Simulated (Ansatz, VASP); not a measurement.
One calculation of Mo, two programs

Contents of INCAR:

```
  ALGO = Fast
  EDIFF = 1E-6
  EDIFFG = -0.015
  ENCUT = 600
  GGA = PS
  IBRION = 2
  ISIF = 3
  ISMEAR = 0
  LASPH = True
  LCHARG = False
  LREAL = False
  LWAVE = False
  NELM = 100
  NSW = 80
  PREC = Accurate
  SIGMA = 0.1
```

The input KPOINTS:

```
k-points
0
Gamma
  12 12 8
```

POSCAR

```
Mo
1.0
    0.0000000000      3.1293399667     -3.1293399667
    3.1293399667     -3.1293399667      0.0000000000
   -3.1293399667     -3.1293399667     -3.1293399667
Mo
6
Direct
    0.6666666667      0.3333333333      0.8333333333
    0.3333333333      0.6666666667      0.6666666667
    0.0000000000      0.0000000000      0.5000000000
    0.6666666667      0.3333333333      0.3333333333
    0.3333333333      0.6666666667      0.1666666667
    0.0000000000      0.0000000000      0.0000000000
```

Input for Ansatz:

```yaml
crystal:
  lattice:
    - [0.0, 3.1293399667, -3.1293399667]
    - [3.1293399667, -3.1293399667, 0.0]
    - [-3.1293399667, -3.1293399667, -3.1293399667]
  atoms:
    - { symbol: Mo, position: [0.6666666667, 0.3333333333, 0.8333333333] }
    - { symbol: Mo, position: [0.3333333333, 0.6666666667, 0.6666666667] }
    - { symbol: Mo, position: [0.0, 0.0, 0.5] }
    - { symbol: Mo, position: [0.6666666667, 0.3333333333, 0.3333333333] }
    - { symbol: Mo, position: [0.3333333333, 0.6666666667, 0.1666666667] }
    - { symbol: Mo, position: [0.0, 0.0, 0.0] }
basis:
  ecutwfc: 420
kpoints:
  mp_grid: { grid: [12, 12, 8] }
hamiltonian:
  xc: pbesol
scf:
  occupations: { method: gaussian, width: 0.1 }
output:
  forces: true
  stress: true
  eigenvalues: true
  write_density: true
  write_potential: true
  elf: true
  volumetric_format: npy
relax:
  adjacent_minimum: "off"
  f_tol: 0.015
  max_steps: 60
  cell: { stress_tol: 0.15 }
```

Alike in both runs: task relaxation of cell and atoms; functional PBEsol; k mesh 12 × 12 × 8; occupations gaussian, width 0.1 eV; no spin polarisation.

|  | VASP | Ansatz |
| --- | --- | --- |
| version | VASP 6.6.1 | Ansatz 0.2.0 |
| potentials or method | VASP PAW PBE potentials, release 64 (Mo_sv), cutoff 600 eV | scalar-relativistic, plane waves, PAW |
| valence electrons in the cell | 84 | 84 |

Ansatz gave:

| Quantity | Value |
| --- | --- |
| gap on the k mesh at the Fermi level, each at its own relaxed structure (eV) | none |
| relaxed volume (Å³/atom) | 15.33 |
| relaxed length of the cell vector where the two differ most in proportion (Å) | 5.414 |

Q: Estimate VASP's values.

A: gap on the k mesh at the Fermi level, each at its own relaxed structure (eV): none; relaxed volume (Å³/atom): 15.36; relaxed length of the cell vector where the two differ most in proportion (Å): 5.423.

VASP's potentials were made for PBE, not for PBEsol. A gap of «none» marks a metal or a gap that the smearing closes.
